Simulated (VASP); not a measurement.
Runs of VASP 6.6.1 on PbS. It takes space group R3m (No. 160, trigonal). Conventional cell: a = 4.201 Å, b = 4.201 Å, c = 10.291 Å, α = 90.00°, β = 90.00°, γ = 120.00°. Within 3.9 Å of Pb (site symmetry 3m) lie 6 S at 2.97 Å. S (site symmetry 3m) has 6 Pb at 2.97 Å within 3.9 Å. 

```tsv
level	potentials or basis	grid for exact exchange (PRECFOCK)	screening parameter	gap on the mesh (eV)	pressure (GPa)
HSE06	VASP PAW PBE potentials, release 64 (Pb_d, S)	Normal	0.2079 1/Å	0.82	0.8
r2SCAN	VASP PAW PBE potentials, release 64 (Pb_d, S)	-	-	(c)	(a)
PBE	VASP PAW PBE potentials, release 64 (Pb_d, S)	-	-	(b)	1.9
LDA	VASP PAW LDA potentials, release 64 (Pb_d, S)	-	-	0.22	-2.7
```

Alike in all rows: task single point; no spin polarisation; cell as given; k mesh 4 × 4 × 4; cutoff (eV) 520; smearing gaussian 0.01 eV.

**Question.** Fill in the values left out.

**Answer.** (a) 1.1; (b) 0.38; (c) 0.64.

Caveats: all runs use coarse meshes; spin-orbit coupling is left out, which moves the levels of the heavy elements; the PAW data sets were made with another functional, which shifts forces and pressure a little (some runs).

A k mesh can miss the band edges, and the runs leave out spin-orbit coupling on Pb.
